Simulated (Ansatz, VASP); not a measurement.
**Al4BSbP2: VASP beside Ansatz**

Contents of INCAR:

```
SYSTEM = Al4BSbP2
ALGO = Normal
EDIFF = 1E-6
EDIFFG = -0.08
ENCUT = 600
GGA = PE
IBRION = 2
ISIF = 3
ISMEAR = 0
LASPH = .TRUE.
LCHARG = .FALSE.
LREAL = Auto
LWAVE = .FALSE.
NELM = 60
NSW = 36
PREC = Accurate
SIGMA = 0.2
```

Contents of KPOINTS:

```
k-points
0
G
  2 3 3
  0 0 0
```

The input POSCAR:

```
Al4BSbP2
1.0
    7.5000000000      0.0000000000      0.0000000000
    0.0000000000      6.5000000000      0.0000000000
    0.0000000000      0.0000000000      6.1500000000
Al B Sb P
8 2 2 4
Direct
    0.7500000000      0.6700000000      0.8700000000
    0.0000000000      0.1500000000      0.8900000000
    0.0000000000      0.8300000000      0.3600000000
    0.2500000000      0.6700000000      0.8700000000
    0.7500000000      0.3300000000      0.3700000000
    0.5000000000      0.8500000000      0.3900000000
    0.5000000000      0.1700000000      0.8600000000
    0.2500000000      0.3300000000      0.3700000000
    0.0000000000      0.8300000000      0.0000000000
    0.5000000000      0.1700000000      0.5000000000
    0.0000000000      0.1500000000      0.5000000000
    0.5000000000      0.8500000000      0.0000000000
    0.7500000000      0.6700000000      0.5000000000
    0.2500000000      0.6700000000      0.5000000000
    0.7500000000      0.3300000000      0.0000000000
    0.2500000000      0.3300000000      0.0000000000
```

Input for Ansatz:

```yaml
crystal:
  lattice:
    - [7.5, 0.0, 0.0]
    - [0.0, 6.5, 0.0]
    - [0.0, 0.0, 6.15]
  atoms:
    - { symbol: Al, position: [0.75, 0.67, 0.87] }
    - { symbol: Al, position: [0.0, 0.15, 0.89] }
    - { symbol: Al, position: [0.0, 0.83, 0.36] }
    - { symbol: Al, position: [0.25, 0.67, 0.87] }
    - { symbol: Al, position: [0.75, 0.33, 0.37] }
    - { symbol: Al, position: [0.5, 0.85, 0.39] }
    - { symbol: Al, position: [0.5, 0.17, 0.86] }
    - { symbol: Al, position: [0.25, 0.33, 0.37] }
    - { symbol: B, position: [0.0, 0.83, 0.0] }
    - { symbol: B, position: [0.5, 0.17, 0.5] }
    - { symbol: Sb, position: [0.0, 0.15, 0.5] }
    - { symbol: Sb, position: [0.5, 0.85, 0.0] }
    - { symbol: P, position: [0.75, 0.67, 0.5] }
    - { symbol: P, position: [0.25, 0.67, 0.5] }
    - { symbol: P, position: [0.75, 0.33, 0.0] }
    - { symbol: P, position: [0.25, 0.33, 0.0] }
basis:
  ecutwfc: 420
kpoints:
  mp_grid: { grid: [2, 3, 3] }
hamiltonian:
  xc: pbe
scf:
  occupations: { method: gaussian, width: 0.2 }
  lower_state_search: "off"
output:
  forces: true
  stress: true
  eigenvalues: true
relax:
  adjacent_minimum: "off"
  f_tol: 0.08
  max_steps: 16
  cell: { stress_tol: 0.8 }
```

Alike in both runs: task relaxation of cell and atoms; functional PBE; k mesh 2 × 3 × 3; occupations gaussian, width 0.2 eV; no spin polarisation.

|  | VASP | Ansatz |
| --- | --- | --- |
| version | VASP 6.6.1 | Ansatz 0.2.0 |
| potentials or method | VASP PAW PBE potentials, release 64 (Al, B, Sb, P), cutoff 600 eV | scalar-relativistic, plane waves, PAW |
| valence electrons in the cell | 60 | 80 |

VASP gave:

```
gap on the k mesh at the Fermi level, each at its own relaxed structure (eV)  : none
relaxed volume (Å³/atom)                                                      : 20.93
relaxed length of the cell vector where the two differ most in proportion (Å) : 6.572
```

Task: What did Ansatz give for the same quantities?

Result: gap on the k mesh at the Fermi level, each at its own relaxed structure (eV): none; relaxed volume (Å³/atom): 20.90; relaxed length of the cell vector where the two differ most in proportion (Å): 6.552.

A gap of «none» marks a metal or a gap that the smearing closes. VASP's potentials hold 60 valence electrons a cell and Ansatz's 80, so a difference there can come from the potentials and not from the codes.

The k mesh is coarse, so the values compare programs but aren't converged. Neither program's run includes spin-orbit coupling.
